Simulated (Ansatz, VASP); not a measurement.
## Ag: VASP beside Ansatz

The input INCAR:

```
SYSTEM = Ag
PREC = Accurate ; ENCUT = 520
EDIFF = 1E-6 ; ISMEAR = 0
SIGMA = 0.1 ; LREAL = .False.
LASPH = .True. ; NELM = 80
ALGO = Normal ; ISIF = 2
LWAVE = .False. ; LCHARG = .True.
GGA = PE ; LELF = .True.
LVHAR = .True. ; NBANDS = 54
```

Contents of KPOINTS:

```
Automatic mesh
0
Gamma
  4 4 4
  0 0 0
```

The input POSCAR:

```
Ag
1.0
    5.2022289223      0.0000000000      0.0000000000
    0.0000000000      5.2022289223      0.0000000000
    0.0000000000      0.0000000000      5.2022289223
Ag
8
Direct
    0.5000000000      0.5000000000      0.5000000000
    0.0000000000      0.0000000000      0.0000000000
    0.2500000000      0.0000000000      0.5000000000
    0.5000000000      0.2500000000      0.0000000000
    0.5000000000      0.7500000000      0.0000000000
    0.7500000000      0.0000000000      0.5000000000
    0.0000000000      0.5000000000      0.7500000000
    0.0000000000      0.5000000000      0.2500000000
```

Input for Ansatz:

```yaml
crystal:
  lattice:
    - [5.2022289223, 0.0, 0.0]
    - [0.0, 5.2022289223, 0.0]
    - [0.0, 0.0, 5.2022289223]
  atoms:
    - { symbol: Ag, position: [0.5, 0.5, 0.5] }
    - { symbol: Ag, position: [0.0, 0.0, 0.0] }
    - { symbol: Ag, position: [0.25, 0.0, 0.5] }
    - { symbol: Ag, position: [0.5, 0.25, 0.0] }
    - { symbol: Ag, position: [0.5, 0.75, 0.0] }
    - { symbol: Ag, position: [0.75, 0.0, 0.5] }
    - { symbol: Ag, position: [0.0, 0.5, 0.75] }
    - { symbol: Ag, position: [0.0, 0.5, 0.25] }
basis:
  ecutwfc: 420
kpoints:
  mp_grid: { grid: [4, 4, 4] }
hamiltonian:
  xc: pbe
scf:
  occupations: { method: gaussian, width: 0.1 }
  lower_state_search: "off"
output:
  forces: true
  stress: true
  eigenvalues: true
```

Alike in both runs: task single point; functional PBE; k mesh 4 × 4 × 4; occupations gaussian, width 0.1 eV; no spin polarisation.

```csv
,VASP,Ansatz
version,VASP 6.6.1,Ansatz 0.2.0
potentials or method,"VASP PAW PBE potentials, release 64 (Ag), cutoff 520 eV","scalar-relativistic, plane waves, PAW"
valence electrons in the cell,88,152
```

Ansatz gave:

* gap on the k mesh at the Fermi level (eV): none
* pressure (GPa): 4.4

Problem. What did VASP give for the same quantities?

Solution. gap on the k mesh at the Fermi level (eV): none; pressure (GPa): 4.2.

A gap of «none» marks a metal or a gap that the smearing closes. With one functional, cell and mesh, what is left measures potentials, basis and numerics. VASP's potentials hold 88 valence electrons a cell and Ansatz's 152, so a difference there can come from the potentials and not from the codes.
